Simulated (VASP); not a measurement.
Input of a VASP 6.6.1 run:

INCAR

```
SYSTEM = CuSn9
PREC     = Accurate       ! precision mode
ENCUT    = 400            ! plane-wave cutoff, eV
EDIFF    = 1E-6           ! SCF threshold, eV
ISMEAR   = -1             ! smearing method
SIGMA    = 0.05           ! smearing width, eV
LREAL    = Auto         
LASPH    = .TRUE.         ! aspherical terms in the spheres
NELM     = 120            ! most SCF steps
ALGO     = Normal         ! electronic algorithm
ISIF     = 2              ! what is computed and relaxed
LWAVE    = .FALSE.        ! write WAVECAR
LCHARG   = .FALSE.        ! write CHGCAR
GGA      = PE             ! functional
ISYM     = -1           
NBANDS   = 153            ! bands
GGA_COMPAT= .FALSE.
```

KPOINTS

```
explicit points
1
Reciprocal
  0.25000000   0.25000000   0.25000000 1
```

Contents of POSCAR:

```
CuSn9
1.0
    8.3998450000      0.1576840000     -0.2106840000
    0.1576840000      8.2568420000      0.2237670000
   -0.2106840000      0.2237670000      8.1678800000
Sn Cu
18 2
Direct
    0.0493145931      0.5518909939      0.1461303060
    0.8082942507     -0.0025012999      0.4703632245
    0.8938916871      0.5219273303      0.7700736988
    0.1208105817      0.1763136478      0.3807360883
    0.5131437772      0.9059862515      0.8714649772
    0.1512636418      0.2877387137      0.7390591439
    0.1388345941      0.0248723870     -0.0002608256
    0.7595976887      0.2927130371      0.1875937895
    0.3428652076      0.3290702388      0.0820883942
    0.4279238876      0.9756409942      0.3250332348
    0.4978285324      0.6723343727      0.1677625358
    0.4629871029      0.5014342954      0.8139206902
    0.7507125513      0.5755199494      0.4184815094
    0.7404756440      0.1724835123      0.8143547962
    0.8284771444      0.8782515050      0.1392408035
    0.1449804652      0.6751947990      0.4789630540
    0.1853243109      0.7339353436      0.8071393504
    0.4289368914      0.4085279959      0.4601902888
    0.0488301252     -0.0085857964      0.6670636621
    0.5012244367      0.1223839950      0.5877122913
```

Potentials or basis: VASP PAW PBE potentials, release 64 (Sn_d, Cu).

Run with:

```console
$ cat potpaw_PBE.64/Sn_d/POTCAR potpaw_PBE.64/Cu/POTCAR > POTCAR
$ mpirun -np 1 vasp_std > vasp.out
```

Question: Predict the largest force.

Answer: 1.233 eV/Å.

Question: What does it give for the pressure?

Answer: 1.2 GPa.

Forces in eV/Å, atoms in the order of the input:
```
Sn   0.005  0.247 -0.402
Sn  -0.607 -0.038 -0.139
Sn  -0.407  0.148  0.259
Sn  -0.373 -0.011  0.038
Sn  -0.307  0.270 -0.430
Sn   0.172  0.219 -0.414
Sn   0.098 -0.588  0.261
Sn   0.005 -0.582  0.026
Sn   0.343 -0.496  1.075
Sn  -0.012  0.448  0.342
Sn  -0.449 -0.401 -0.175
Sn   0.557  0.600 -0.840
Sn   0.734  0.290  0.467
Sn   0.376  0.385 -0.045
Sn  -0.207 -0.009 -0.211
Sn  -0.189 -0.030 -0.873
Sn   0.022 -0.085  0.923
Sn  -0.263 -0.180 -0.317
Cu   0.101  0.354  0.059
Cu   0.401 -0.539  0.395
```

Caveat: the atoms stand as in a frame of molecular dynamics.
